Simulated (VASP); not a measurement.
# Ta (Fm-3m) in VASP: a series of runs

Ta is run at these levels: r2SCAN; tasks: single point.

All numbers are computed with VASP 6.6.1; they aren't measurements. Logs are shortened: lines on timing, memory, paths and dates and some standing lists are left out, and cuts for length are marked.

### 1 The cell of the first run

It takes space group Fm-3m (No. 225, cubic). The conventional cell has a = 4.208 Å, b = 4.208 Å, c = 4.208 Å, α = 90.00°, β = 90.00°, γ = 90.00°. Ta (site symmetry m-3m) has 12 Ta at 2.98 Å within 3.9 Å.

### 2 Single point, r2SCAN

POSCAR reads:

```
Ta
1.0
    0.0000000000      2.1038338316      2.1038338316
    2.1038338316      0.0000000000      2.1038338316
    2.1038338316      2.1038338316      0.0000000000
Ta
1
Direct
    0.0000000000      0.0000000000      0.0000000000
```

INCAR.step1 reads:

```
  PREC = Accurate
  ENCUT = 520
  ISMEAR = -1
  SIGMA = 0.1
  LREAL = False
  LASPH = True
  NELM = 80
  NBANDS = 12
  GGA = PE
  ALGO = Normal
  EDIFF = 1E-4
  LWAVE = True
  LCHARG = False
```

INCAR.step2 reads:

```
  PREC = Accurate
  ENCUT = 520
  EDIFF = 1E-7
  ISMEAR = -1
  SIGMA = 0.1
  LREAL = False
  LASPH = True
  NELM = 80
  ALGO = Normal
  ISIF = 2
  LWAVE = False
  LCHARG = False
  METAGGA = R2SCAN
  LMIXTAU = True
  NBANDS = 12
  ISTART = 1
```

KPOINTS reads:

```
Automatic mesh
0
Gamma
  13 13 13
```

Potentials or basis: VASP PAW PBE potentials, release 64 (Ta_pv).

The run is started by

```bash
cat potpaw_PBE.64/Ta_pv/POTCAR > POTCAR
cp INCAR.step1 INCAR
mpirun -np 1 vasp_std > vasp.out
cp INCAR.step2 INCAR
mpirun -np 1 vasp_std > vasp.out
```

OUTCAR:

```text
PREC = Accurate
   ENCUT = 520
   EDIFF = 1E-7
   ISMEAR = -1
   LREAL = False
   LASPH = True
   NELM = 80
   ISIF = 2
   METAGGA = R2SCAN
   ISTART = 1

 ion  position               nearest neighbor table
   1  0.000  0.000  0.000-

  LATTYP: Found a face centered cubic cell.
 ALAT       =     4.2076676632

  Lattice vectors:

 A1 = (   0.0000000000,   2.1038338316,   2.1038338316)
 A2 = (   2.1038338316,   0.0000000000,   2.1038338316)
 A3 = (   2.1038338316,   2.1038338316,   0.0000000000)

Analysis of symmetry for initial positions (statically):
=====================================================================
 Subroutine PRICEL returns:
 Original cell was already a primitive cell.

 Routine SETGRP: Setting up the symmetry group for a
 face centered cubic supercell.

 Subroutine GETGRP returns: Found 48 space group operations
 (whereof 48 operations were pure point group operations)
 out of a pool of 48 trial point group operations.

The static configuration has the point symmetry O_h .

Analysis of symmetry for dynamics (positions and initial velocities):
=====================================================================
 Subroutine PRICEL returns:
 Original cell was already a primitive cell.

 Routine SETGRP: Setting up the symmetry group for a
 face centered cubic supercell.

 Subroutine GETGRP returns: Found 48 space group operations
 (whereof 48 operations were pure point group operations)
 out of a pool of 48 trial point group operations.

The dynamic configuration has the point symmetry O_h .

 Subroutine INISYM returns: Found 48 space group operations
 (whereof 48 operations are pure point group operations),
 and found     1 'primitive' translations

----------------------------------------------------------------------------------------

                                     Primitive cell

  volume of cell :      18.6236

  direct lattice vectors                    reciprocal lattice vectors
     0.000000000  2.103833832  2.103833832    -0.237661355  0.237661355  0.237661355
     2.103833832  0.000000000  2.103833832     0.237661355 -0.237661355  0.237661355
     2.103833832  2.103833832  0.000000000     0.237661355  0.237661355 -0.237661355

  length of vectors
     2.975270338  2.975270338  2.975270338     0.411641543  0.411641543  0.411641543

  position of ions in fractional coordinates (direct lattice)
[... 82 lines left out ...]
   NFREE  =      0    steps in history (QN), initial steepest desc. (CG)
   ISIF   =      2    stress and relaxation
   ISYM   =      2    0-nonsym 1-usesym 2-fastsym
   POTIM  = 0.5000    time-step for ionic-motion
   TEBEG  =    0.0;   TEEND  =   0.0 temperature during run
   PSTRESS=    0.0 pullay stress
   NELECT =      11.0000    total number of electrons
   NUPDOWN=      -1.0000    fix difference up-down
   EMIN   =  10.00;   EMAX   =-10.00  energy-range for DOS
   EFERMI =   0.00;   METHOD = LEGACY
   ISMEAR =    -1;   SIGMA  =   0.10  broadening in eV -4-tet -1-fermi 0-gaus
   EFERMI_NEDOS =   21; number of points for ismear=-14 and -15
   IALGO  =     38    algorithm
   IMIX   =      4    mixing-type and parameters
     AMIX     =   0.40;   BMIX     =  1.00
     AMIX_MAG =   1.60;   BMIX_MAG =  1.00
  volume/ion in A,a.u.               =      18.62       125.68
  Fermi-wavevector in a.u.,A,eV,Ry     =   1.373571  2.595672 25.670057  1.886696
  Thomas-Fermi vector in A             =   2.499075
   LORBIT       =      0    0 simple, 1 ext, 2 COOP (PROOUT), +10 PAW based schemes
   METAGGA = R2SCAN    functional components
   LHFCALC =     F    Hartree Fock is set to
   AEXX    =    0.0000 exact exchange contribution
   IVDW    =     0    specifies the selected vdW correction
   LEPSILON=     F    determine dielectric tensor
   LRPA    =     F    only Hartree local field effects (RPA)
 non-spin polarized calculation
  energy-cutoff  :      520.00
  volume of cell :       18.62
 maximum number of plane-waves:       531
 NGX is ok and might be reduce to    24
   NGX = 11   NGY = 11   NGZ = 11

 number of electron      11.0000001 magnetization

 Free energy of the ion-electron system (eV)
  ---------------------------------------------------
  ext. energy  EPLUGINS =         0.00000000
  ---------------------------------------------------
  free energy    TOTEN  =       -48.36066894 eV

  energy without entropy =      -48.32651531  energy(sigma->0) =      -48.34359212

 E-fermi :   5.4804     XC(G=0): -13.5733

 val. band max:        5.4202214349   @ k =   0.3846   0.1538   0.0000
 cond. band min:       5.5291203143   @ k =  -0.1538   0.2308   0.0769
 fundamental gap:      0.1088988794
 Fermi energy:         5.4803940920

 k-point     1 :       0.0000    0.0000    0.0000
  band No.  band energies     occupation
      1     -29.3215      2.00000
      2     -29.3215      2.00000
      3     -29.3215      2.00000
      4      -3.1377      2.00000
      5       5.9741      0.01425
      6       5.9741      0.01425
      7       5.9741      0.01425
      8       9.2595      0.00000
      9       9.2595      0.00000
     10      16.9299      0.00000
     11      18.5057      0.00000
     12      23.8331      0.00000
[... 331 lines left out ...]
 k-point    24 :       0.4615    0.1538    0.0000
  band No.  band energies     occupation
      1     -30.2827      2.00000
      2     -29.5897      2.00000
      3     -29.5235      2.00000
      4       1.2583      2.00000
      5       4.2700      1.99999
      6       5.3491      1.57605
      7       6.7490      0.00001
      8      11.5458      0.00000
      9      11.6892      0.00000
     10      16.4332      0.00000
     11      16.9557      0.00000
     12      20.3563      0.00000

 [... further k-points ...]

------------------------ aborting loop because EDIFF is reached ----------------------------------------

  FORCE on cell =-STRESS in cart. coord.  units (eV):
  Direction    XX          YY          ZZ          XY          YZ          ZX
  --------------------------------------------------------------------------------------
  -------------------------------------------------------------------------------------
  Total        0.0555758      0.0555758      0.0555758      0.0000000      0.0000000     -0.0000000
  in kB        4.7811424      4.7811424      4.7811424      0.0000000      0.0000000     -0.0000000
  external PRESSURE =       4.7811424 kB  Pullay stress =       0.0000000 kB

 VOLUME and BASIS-vectors are now :
 -----------------------------------------------------------------------------
  energy-cutoff  :      520.00
  volume of cell :       18.62
      direct lattice vectors                 reciprocal lattice vectors
     0.000000000  2.103833832  2.103833832    -0.237661355  0.237661355  0.237661355
     2.103833832  0.000000000  2.103833832     0.237661355 -0.237661355  0.237661355
     2.103833832  2.103833832  0.000000000     0.237661355  0.237661355 -0.237661355

 POSITION                                       TOTAL-FORCE (eV/Angst)
 -----------------------------------------------------------------------------------
      0.00000      0.00000      0.00000        -0.000000     -0.000000     -0.000000
 -----------------------------------------------------------------------------------
    total drift:                               -0.000000      0.000000     -0.000000

  FREE ENERGIE OF THE ION-ELECTRON SYSTEM (eV)
  ---------------------------------------------------
  free  energy   TOTEN  =       -48.3606689412 eV

  energy  without entropy=      -48.3265153060  energy(sigma->0) =      -48.34359212
```

OUTCAR.step1:

```text
PREC = Accurate
   ENCUT = 520
   ISMEAR = -1
   LREAL = False
   LASPH = True
   NELM = 80
[... 575 lines left out ...]
 POSITION                                       TOTAL-FORCE (eV/Angst)
 -----------------------------------------------------------------------------------
      0.00000      0.00000      0.00000        -0.000000      0.000000     -0.000000
 -----------------------------------------------------------------------------------
    total drift:                                0.000000      0.000000     -0.000000

  FREE ENERGIE OF THE ION-ELECTRON SYSTEM (eV)
  ---------------------------------------------------
  free  energy   TOTEN  =       -11.5951671916 eV

  energy  without entropy=      -11.5574226033  energy(sigma->0) =      -11.57629490
```

Run time: 28 s. Hardware: 1 thread of Intel Xeon 6975P-C (Granite Rapids), shared host; peak memory 0.15 GiB.

What came out:

```
Free energy : -48.3607 eV
Pressure    : 0.5 GPa
```

Levels at points of the mesh, in eV from the Fermi level:
```
           k point  band 1  band 2  band 3  band 4  band 5  band 6  band 7  band 8  band 9  band 10
(0.00, 0.00, 0.00)  -34.80  -34.80  -34.80   -8.62    0.49    0.49    0.49    3.78    3.78    11.45
```

Caveat: the PAW data sets were made with another functional, which shifts forces and pressure a little; spin-orbit coupling is left out, which moves the levels of the heavy elements.

(Continued in part 2 of 3.)
